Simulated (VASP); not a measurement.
# MgO (Amm2) in VASP: a series of runs, part 2 of 2

VASP 6.6.1.

### Step 3. Single point, PBEsol (atom 1 (Mg) moved by -0.318 Å along [1 1 0] and +0.000 Å along [0 0 1])

INCAR

```
SYSTEM = MgO
PREC = Accurate
ENCUT = 520
EDIFF = 1E-6
ISMEAR = 0
SIGMA = 0.05
LREAL = .False.
LASPH = .True.
NELM = 60
ALGO = Normal
ISIF = 2
LWAVE = .False.
LCHARG = .False.
GGA = PS
NBANDS = 26
```

KPOINTS

```
regular mesh
0
Gamma
  6 6 6
  0 0 0
```

POSCAR

```
MgO
1.0
    4.2149416169      0.0000000000      0.0000000000
    0.0000000000     -4.2149416169      0.0000000000
    0.0000000000      0.0000000000     -4.2149416169
Mg O
4 4
Direct
   -0.0533482968      0.0533482968      0.0000000000
    0.5000000000      0.5000000000      0.0000000000
    0.5000000000      0.0000000000      0.5000000000
    0.0000000000      0.5000000000      0.5000000000
    0.5000000000      0.0000000000      0.0000000000
    0.0000000000      0.5000000000      0.0000000000
    0.0000000000      0.0000000000      0.5000000000
    0.5000000000      0.5000000000      0.5000000000
```

Potentials or basis: VASP PAW PBE potentials, release 64 (Mg, O).

The run is started by

```sh
$ cat potpaw_PBE.64/Mg/POTCAR potpaw_PBE.64/O/POTCAR > POTCAR
$ mpirun -np 1 vasp_std > vasp.out
```

OUTCAR:

```text
SYSTEM = MgO
   PREC = Accurate
   ENCUT = 520
   EDIFF = 1E-6
   ISMEAR = 0
   LREAL = .False.
   LASPH = .True.
   NELM = 60
   ISIF = 2
   GGA = PS

 ion  position               nearest neighbor table
   1  0.947  0.053  0.000-   5 1.90   6 1.90   7 2.13   7 2.13   5 2.34   6 2.34   2 2.66   3 2.83
                             4 2.83   4 2.83   3 2.83   2 3.00   2 3.00   3 3.15   4 3.15   3 3.15
   2  0.500  0.500  0.000-   5 2.11   6 2.11   8 2.11   8 2.11   5 2.11   6 2.11   1 2.66   4 2.98
                             4 2.98   3 2.98   3 2.98   3 2.98   4 2.98   3 2.98   4 2.98   1 3.00
   3  0.500  0.000  0.500-   5 2.11   7 2.11   8 2.11   5 2.11   8 2.11   7 2.11   1 2.83   1 2.83
                             2 2.98   2 2.98   4 2.98   4 2.98   2 2.98   4 2.98   2 2.98   4 2.98
   4  0.000  0.500  0.500-   6 2.11   7 2.11   8 2.11   6 2.11   7 2.11   8 2.11   1 2.83   1 2.83
                             2 2.98   3 2.98   3 2.98   2 2.98   3 2.98   2 2.98   2 2.98   3 2.98
   5  0.500  0.000  0.000-   1 1.90   2 2.11   3 2.11   3 2.11   2 2.11   1 2.34
   6  0.000  0.500  0.000-   1 1.90   2 2.11   4 2.11   4 2.11   2 2.11   1 2.34
   7  0.000  0.000  0.500-   3 2.11   4 2.11   4 2.11   3 2.11   1 2.13   1 2.13
   8  0.500  0.500  0.500-   2 2.11   3 2.11   4 2.11   2 2.11   3 2.11   4 2.11

  LATTYP: Found a simple cubic cell.
 ALAT       =     4.2149416169

  Lattice vectors:

[... 196 lines left out ...]

 k-point     1 :       0.0000    0.0000    0.0000
  band No.  band energies     occupation
      1     -14.1688      2.00000
      2     -12.6430      2.00000
      3     -12.6242      2.00000
      4     -12.5335      2.00000
      5      -1.1029      2.00000
      6      -1.1027      2.00000
[... 685 lines left out ...]
     25      16.2419      0.00000
     26      16.8673      0.00000

 [... further k-points ...]
[... 5 lines left out ...]
  --------------------------------------------------------------------------------------
  -------------------------------------------------------------------------------------
  Total        1.8073977      1.8073977     -0.1641067     -0.1525314      0.0000000      0.0000000
  in kB       38.6713758     38.6713758     -3.5112541     -3.2635866      0.0000000      0.0000000
  external PRESSURE =      24.6104991 kB  Pullay stress =       0.0000000 kB

 VOLUME and BASIS-vectors are now :
 -----------------------------------------------------------------------------
  energy-cutoff  :      520.00
  volume of cell :       74.88
      direct lattice vectors                 reciprocal lattice vectors
     4.214941617  0.000000000  0.000000000     0.237251210  0.000000000  0.000000000
     0.000000000 -4.214941617  0.000000000     0.000000000 -0.237251210  0.000000000
     0.000000000  0.000000000 -4.214941617     0.000000000  0.000000000 -0.237251210

 POSITION                                       TOTAL-FORCE (eV/Angst)
 -----------------------------------------------------------------------------------
      3.99008     -0.22486      0.00000         2.456328      2.456328      0.000000
      2.10747     -2.10747      0.00000        -0.650615     -0.650615      0.000000
      2.10747      0.00000     -2.10747        -0.560936      0.179864      0.000000
      0.00000     -2.10747     -2.10747         0.179864     -0.560936      0.000000
      2.10747      0.00000      0.00000        -0.917816     -0.238580      0.000000
      0.00000     -2.10747      0.00000        -0.238580     -0.917816      0.000000
      0.00000      0.00000     -2.10747        -0.339230     -0.339230      0.000000
      2.10747     -2.10747     -2.10747         0.070986      0.070986      0.000000
 -----------------------------------------------------------------------------------
    total drift:                               -0.000080     -0.000080      0.000000

  FREE ENERGIE OF THE ION-ELECTRON SYSTEM (eV)
  ---------------------------------------------------
  free  energy   TOTEN  =       -49.5274144830 eV

  energy  without entropy=      -49.5274144830  energy(sigma->0) =      -49.52741448
```

OSZICAR:

```text
N       E                     dE             d eps       ncg     rms          rms(c)
DAV:   1     0.139210893053E+03    0.13921E+03   -0.15662E+04  2752   0.111E+03
DAV:   2    -0.461625176728E+02   -0.18537E+03   -0.17727E+03  3646   0.245E+02
DAV:   3    -0.551622585759E+02   -0.89997E+01   -0.89615E+01  3464   0.535E+01
DAV:   4    -0.552108095321E+02   -0.48551E-01   -0.48529E-01  3056   0.453E+00
DAV:   5    -0.552110258575E+02   -0.21633E-03   -0.21631E-03  3136   0.307E-01    0.135E+01
DAV:   6    -0.496727860933E+02    0.55382E+01   -0.17461E+01  2858   0.258E+01    0.437E+00
DAV:   7    -0.495854911501E+02    0.87295E-01   -0.28441E-01  2768   0.377E+00    0.267E+00
DAV:   8    -0.495300998661E+02    0.55391E-01   -0.11095E-01  2932   0.315E+00    0.507E-01
DAV:   9    -0.495272613404E+02    0.28385E-02   -0.78386E-03  3230   0.642E-01    0.137E-01
DAV:  10    -0.495274084536E+02   -0.14711E-03   -0.91642E-04  3044   0.195E-01    0.473E-02
DAV:  11    -0.495274155091E+02   -0.70555E-05   -0.72951E-05  3020   0.655E-02    0.162E-02
DAV:  12    -0.495274146797E+02    0.82940E-06   -0.21022E-05  3082   0.352E-02    0.873E-03
DAV:  13    -0.495274144830E+02    0.19670E-06   -0.35602E-06  2576   0.130E-02
   1 F= -.49527414E+02 E0= -.49527414E+02  d E =-.539263E-18
```

Run time: 32 s. Hardware: 1 thread of Intel Xeon 6975P-C (Granite Rapids), shared host; peak memory 0.21 GiB.

Results:

* Free energy: -49.5274 eV
* Pressure: 2.5 GPa
* Largest force: 3.474 eV/Å
* Band gap on the k mesh: 4.60 eV

Forces on the atoms (eV/Å):
```
Mg   2.456  2.456  0.000
Mg  -0.651 -0.651  0.000
Mg  -0.561  0.180  0.000
Mg   0.180 -0.561  0.000
O   -0.918 -0.239  0.000
O   -0.239 -0.918  0.000
O   -0.339 -0.339  0.000
O    0.071  0.071  0.000
```

Stress tensor (GPa, compression positive):
```
 3.87 -0.33  0.00
-0.33  3.87  0.00
 0.00  0.00 -0.35
```

Caveat: the cell differs from its parent crystal (atom 1 (Mg) moved by -0.318 Å along [1 1 0] and +0.000 Å along [0 0 1]); the PAW data sets were made with another functional, which shifts forces and pressure a little.
